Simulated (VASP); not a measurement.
# GeSe5 (P-3m1) in VASP: relaxation of cell and atoms with PBE

Aim: the relaxation of cell and atoms of GeSe5 with PBE.

Program: VASP 6.6.1. These are calculated values, not measurements. Logs are shortened: lines on timing, memory, paths and dates and some standing lists are left out, and cuts for length are marked.

**1. The cell of the first run**

It takes space group P-3m1 (No. 164, trigonal). The conventional cell has a = 3.686 Å, b = 3.686 Å, c = 13.327 Å, α = 90.00°, β = 90.00°, γ = 120.00°. Ge (site symmetry -3m) has 6 Se at 2.60 Å within 3.4 Å. Se (site symmetry 3m) has 3 Ge at 2.60 Å within 3.4 Å. Within 3.5 Å of Se (site symmetry 3m) lie 3 Se at 2.66 Å. Within 3.5 Å of Se (site symmetry -3m) lie 6 Se at 2.66 Å.

**2. Relaxation of cell and atoms, PBE**

The input, INCAR:

```
  PREC = Accurate
  ENCUT = 600
  EDIFF = 1E-6
  ISMEAR = 0
  SIGMA = 0.1
  LREAL = False
  LASPH = True
  NELM = 100
  ALGO = Normal
  ISIF = 3
  LWAVE = False
  LCHARG = False
  GGA = PE
  IBRION = 2
  NSW = 100
  EDIFFG = -0.01
```

The input, KPOINTS:

```
Automatic mesh
0
Gamma
  12 12 4
```

The input, POSCAR:

```
GeSe5
1.0
    3.6858358058      0.0000000000      0.0000000000
   -1.8429179029      3.1920274420      0.0000000000
    0.0000000000      0.0000000000     13.3270657862
Ge Se
1 5
Direct
    0.0000000000      0.0000000000      0.0000000000
    0.6666666667      0.3333333333      0.8873458421
    0.3333333333      0.6666666667      0.1126541579
    0.3333333333      0.6666666667      0.6197807781
    0.0000000000      0.0000000000      0.5000000000
    0.6666666667      0.3333333333      0.3802192219
```

Potentials or basis: VASP PAW PBE potentials, release 64 (Ge_d, Se).

The run is started by

```console
$ cat potpaw_PBE.64/Ge_d/POTCAR potpaw_PBE.64/Se/POTCAR > POTCAR
$ mpirun -np 1 vasp_std > vasp.out
```

OUTCAR:

```text
PREC = Accurate
   ENCUT = 600
   EDIFF = 1E-6
   ISMEAR = 0
   LREAL = False
   LASPH = True
   NELM = 100
   ISIF = 3
   GGA = PE
   IBRION = 2
   NSW = 100
   EDIFFG = -0.01

 ion  position               nearest neighbor table
   1  0.000  0.000  0.000-   2 2.60   3 2.60   3 2.60   2 2.60   2 2.60   3 2.60
   2  0.667  0.333  0.887-   1 2.60   1 2.60   1 2.60
   3  0.333  0.667  0.113-   1 2.60   1 2.60   1 2.60
   4  0.333  0.667  0.620-   5 2.66   5 2.66   5 2.66
   5  0.000  0.000  0.500-   4 2.66   6 2.66   4 2.66   6 2.66   6 2.66   4 2.66
   6  0.667  0.333  0.380-   5 2.66   5 2.66   5 2.66

  LATTYP: Found a hexagonal cell.
 ALAT       =     3.6858358058
 C/A-ratio  =     3.6157513488

  Lattice vectors:

 A1 = (   3.6858358058,   0.0000000000,   0.0000000000)
 A2 = (  -1.8429179029,   3.1920274420,   0.0000000000)
 A3 = (   0.0000000000,   0.0000000000,  13.3270657862)

Analysis of symmetry for initial positions (statically):
=====================================================================
 Subroutine PRICEL returns:
 Original cell was already a primitive cell.

 Routine SETGRP: Setting up the symmetry group for a
 hexagonal supercell.

 Subroutine GETGRP returns: Found 12 space group operations
 (whereof 12 operations were pure point group operations)
 out of a pool of 24 trial point group operations.

The static configuration has the point symmetry D_3d.

Analysis of symmetry for dynamics (positions and initial velocities):
=====================================================================
 Subroutine PRICEL returns:
 Original cell was already a primitive cell.

 Routine SETGRP: Setting up the symmetry group for a
 hexagonal supercell.

 Subroutine GETGRP returns: Found 12 space group operations
 (whereof 12 operations were pure point group operations)
 out of a pool of 24 trial point group operations.

The dynamic configuration has the point symmetry D_3d.

 Subroutine INISYM returns: Found 12 space group operations
 (whereof 12 operations are pure point group operations),
 and found     1 'primitive' translations

----------------------------------------------------------------------------------------

                                     Primitive cell

  volume of cell :     156.7968

  direct lattice vectors                    reciprocal lattice vectors
     3.685835806  0.000000000  0.000000000     0.271308884  0.156640257  0.000000000
    -1.842917903  3.192027442  0.000000000     0.000000000  0.313280515  0.000000000
     0.000000000  0.000000000 13.327065786     0.000000000  0.000000000  0.075035272

  length of vectors
     3.685835806  3.685835806 13.327065786     0.313280515  0.313280515  0.075035272

  position of ions in fractional coordinates (direct lattice)
     0.000000000  0.000000000  0.000000000
     0.666666667  0.333333333  0.887345842
     0.333333333  0.666666667  0.112654158
     0.333333333  0.666666667  0.619780778
     0.000000000  0.000000000  0.500000000
     0.666666667  0.333333333  0.380219222

  ion indices of the primitive-cell ions
   primitive index   ion index
                 1           1
                 2           2
                 3           3
                 4           4
                 5           5
                 6           6

----------------------------------------------------------------------------------------

 KPOINTS: Automatic mesh

Automatic generation of k-mesh.
 Grid dimensions read from file:
 generate k-points for:   12   12    4

[... 72 lines left out ...]
   TEBEG  =    0.0;   TEEND  =   0.0 temperature during run
   PSTRESS=    0.0 pullay stress
   NELECT =      44.0000    total number of electrons
   NUPDOWN=      -1.0000    fix difference up-down
   EMIN   =  10.00;   EMAX   =-10.00  energy-range for DOS
   EFERMI =   0.00;   METHOD = LEGACY
   ISMEAR =     0;   SIGMA  =   0.10  broadening in eV -4-tet -1-fermi 0-gaus
   EFERMI_NEDOS =   21; number of points for ismear=-14 and -15
   IALGO  =     38    algorithm
   IMIX   =      4    mixing-type and parameters
     AMIX     =   0.40;   BMIX     =  1.00
     AMIX_MAG =   1.60;   BMIX_MAG =  1.00
  volume/ion in A,a.u.               =      26.13       176.35
  Fermi-wavevector in a.u.,A,eV,Ry     =   1.071799  2.025406 15.629734  1.148753
  Thomas-Fermi vector in A             =   2.207550
   LORBIT       =      0    0 simple, 1 ext, 2 COOP (PROOUT), +10 PAW based schemes
   GGA     = PE    functional components
   LHFCALC =     F    Hartree Fock is set to
   AEXX    =    0.0000 exact exchange contribution
   IVDW    =     0    specifies the selected vdW correction
   LEPSILON=     F    determine dielectric tensor
   LRPA    =     F    only Hartree local field effects (RPA)
 conjugate gradient relaxation of ions
 non-spin polarized calculation
 Gauss-broadening in eV      SIGMA  =   0.10
  energy-cutoff  :      600.00
  volume of cell :      156.80
 maximum number of plane-waves:      5285
 NGX is ok and might be reduce to    30
   NGX = 15   NGY = 15   NGZ = 53

--------------------------------------- Ionic step        1  -------------------------------------------

 number of electron      43.9999992 magnetization

 Free energy of the ion-electron system (eV)
  ---------------------------------------------------
  ext. energy  EPLUGINS =         0.00000000
  ---------------------------------------------------
  free energy    TOTEN  =       -21.89606370 eV

  energy without entropy =      -21.88954166  energy(sigma->0) =      -21.89280268

------------------------ aborting loop because EDIFF is reached ----------------------------------------

  FORCE on cell =-STRESS in cart. coord.  units (eV):
  Direction    XX          YY          ZZ          XY          YZ          ZX
  --------------------------------------------------------------------------------------
  -------------------------------------------------------------------------------------
  Total        0.0609015      0.0609015      0.0799992     -0.0000000     -0.0000000      0.0000000
  in kB        0.6223022      0.6223022      0.8174463     -0.0000000     -0.0000000      0.0000000
  external PRESSURE =       0.6873503 kB  Pullay stress =       0.0000000 kB

 VOLUME and BASIS-vectors are now :
 -----------------------------------------------------------------------------
  energy-cutoff  :      600.00
  volume of cell :      156.80
      direct lattice vectors                 reciprocal lattice vectors
     3.685835806  0.000000000  0.000000000     0.271308884  0.156640257  0.000000000
    -1.842917903  3.192027442  0.000000000     0.000000000  0.313280515  0.000000000
     0.000000000  0.000000000 13.327065786     0.000000000  0.000000000  0.075035272

 POSITION                                       TOTAL-FORCE (eV/Angst)
 -----------------------------------------------------------------------------------
      0.00000      0.00000      0.00000         0.000000      0.000000     -0.000000
      1.84292      1.06401     11.82572        -0.000000      0.000000     -0.015256
     -0.00000      2.12802      1.50135         0.000000     -0.000000      0.015256
     -0.00000      2.12802      8.25986         0.000000     -0.000000      0.009941
      0.00000      0.00000      6.66353         0.000000      0.000000     -0.000000
      1.84292      1.06401      5.06721        -0.000000      0.000000     -0.009941
 -----------------------------------------------------------------------------------
    total drift:                               -0.000000     -0.000000      0.000000

  FREE ENERGIE OF THE ION-ELECTRON SYSTEM (eV)
  ---------------------------------------------------
  free  energy   TOTEN  =       -21.8960636984 eV

  energy  without entropy=      -21.8895416563  energy(sigma->0) =      -21.89280268

--------------------------------------- Ionic step        2  -------------------------------------------

 number of electron      43.9999992 magnetization

 Free energy of the ion-electron system (eV)
  ---------------------------------------------------
  ext. energy  EPLUGINS =         0.00000000
  ---------------------------------------------------
  free energy    TOTEN  =       -21.89609372 eV

  energy without entropy =      -21.88951372  energy(sigma->0) =      -21.89280372

 E-fermi :   2.7212     XC(G=0):  -9.0138

 val. band max:        2.6988989963   @ k =   0.0833   0.0833   0.5000
 cond. band min:       2.7363411311   @ k =   0.5000   0.0000   0.0000
 fundamental gap:      0.0374421348
 Fermi energy:         2.7211803371

 k-point     1 :       0.0000    0.0000    0.0000
  band No.  band energies     occupation
      1     -22.0262      2.00000
      2     -22.0262      2.00000
      3     -22.0070      2.00000
      4     -22.0070      2.00000
      5     -22.0067      2.00000
      6     -13.4539      2.00000
[... 685 lines left out ...]
     25       4.5137      0.00000
     26       4.9637      0.00000

 [... further k-points ...]

------------------------ aborting loop because EDIFF is reached ----------------------------------------

  FORCE on cell =-STRESS in cart. coord.  units (eV):
  Direction    XX          YY          ZZ          XY          YZ          ZX
  --------------------------------------------------------------------------------------
  -------------------------------------------------------------------------------------
  Total       -0.0288255     -0.0288255     -0.0356363     -0.0000000      0.0000000     -0.0000000
  in kB       -0.2940668     -0.2940668     -0.3635478     -0.0000000      0.0000000     -0.0000000
  external PRESSURE =      -0.3172271 kB  Pullay stress =       0.0000000 kB

 VOLUME and BASIS-vectors are now :
 -----------------------------------------------------------------------------
  energy-cutoff  :      600.00
  volume of cell :      157.05
      direct lattice vectors                 reciprocal lattice vectors
     3.687640667 -0.000000000  0.000000000     0.271176096  0.156563592  0.000000000
    -1.843820334  3.193590498 -0.000000000     0.000000000  0.313127184  0.000000000
    -0.000000000 -0.000000000 13.335638144     0.000000000  0.000000000  0.074987038

 POSITION                                       TOTAL-FORCE (eV/Angst)
 -----------------------------------------------------------------------------------
     -0.00000     -0.00000     13.33564         0.000000     -0.000000      0.000000
      1.84382      1.06453     11.83259        -0.000000     -0.000000      0.004621
     -0.00000      2.12906      1.50305         0.000000      0.000000     -0.004621
     -0.00000      2.12906      8.26565         0.000000      0.000000     -0.008014
     -0.00000     -0.00000      6.66782         0.000000      0.000000      0.000000
      1.84382      1.06453      5.06999        -0.000000     -0.000000      0.008014
 -----------------------------------------------------------------------------------
    total drift:                                0.000000     -0.000000      0.000000

  FREE ENERGIE OF THE ION-ELECTRON SYSTEM (eV)
  ---------------------------------------------------
  free  energy   TOTEN  =       -21.8960937184 eV

  energy  without entropy=      -21.8895137219  energy(sigma->0) =      -21.89280372

 reached required accuracy - stopping structural energy minimisation
```

It took 6 min on 1 thread of Intel Xeon Platinum 8488C (Sapphire Rapids), shared host; peak memory 0.52 GiB.

Results:

| Item | Value |
| --- | --- |
| Free energy | -21.8961 eV |
| Relaxed volume | 26.18 Å³/atom |
| Relaxed cell | a = 3.688 Å, b = 3.688 Å, c = 13.336 Å, α = 90.00°, β = 90.00°, γ = 120.00° |
| Space group after relaxing (to 0.1 Å) | P-3m1 (No. 164) |
| Energy gained by relaxing | 0.0 meV/atom |
| Ionic steps | 2 |
| Pressure after relaxing | 0.0 GPa |
| Largest force after relaxing | 0.008 eV/Å |
| Band gap on the k mesh | zero (bands 22 and 23 overlap by 0.09 eV) |

Forces on the atoms (eV/Å):
```
Ge   0.000  0.000  0.000
Se   0.000  0.000  0.005
Se   0.000  0.000 -0.005
Se   0.000  0.000 -0.008
Se   0.000  0.000  0.000
Se   0.000  0.000  0.008
```

Final structure:
```cif
data_structure
_symmetry_space_group_name_H-M 'P 1'
_symmetry_Int_Tables_number 1
_cell_length_a 3.6876
_cell_length_b 3.6876
_cell_length_c 13.3356
_cell_angle_alpha 90.000
_cell_angle_beta 90.000
_cell_angle_gamma 120.000
_cell_volume 157.05
loop_
_atom_site_label
_atom_site_type_symbol
_atom_site_fract_x
_atom_site_fract_y
_atom_site_fract_z
_atom_site_occupancy
Ge1 Ge 0.00000 0.00000 0.00000 1
Se1 Se 0.66667 0.33333 0.88729 1
Se2 Se 0.33333 0.66667 0.11271 1
Se3 Se 0.33333 0.66667 0.61982 1
Se4 Se 0.00000 0.00000 0.50000 1
Se5 Se 0.66667 0.33333 0.38018 1
```

Levels at points of the mesh, in eV from the Fermi level:
| k point | band 20 | band 21 | band 22 | band 23 | band 24 | band 25 |
| --- | --- | --- | --- | --- | --- | --- |
| (0.00, 0.00, 0.00) | -0.49 | -0.26 | -0.26 | 0.89 | 1.06 | 1.53 |
| (0.50, 0.00, 0.00) | -0.95 | -0.90 | -0.52 | 0.02 | 1.45 | 2.40 |
| (0.00, 0.00, 0.50) | -0.48 | -0.26 | -0.26 | 0.47 | 1.33 | 1.53 |
| (0.50, 0.00, 0.50) | -1.07 | -0.88 | -0.53 | -0.12 | 1.53 | 2.41 |

Caveat: this functional lacks dispersion, which binds layers or chains, so the pressure and a relaxed spacing across them are unreliable.

The gap in the log of VASP goes by the Fermi energy; the results here count the filled bands.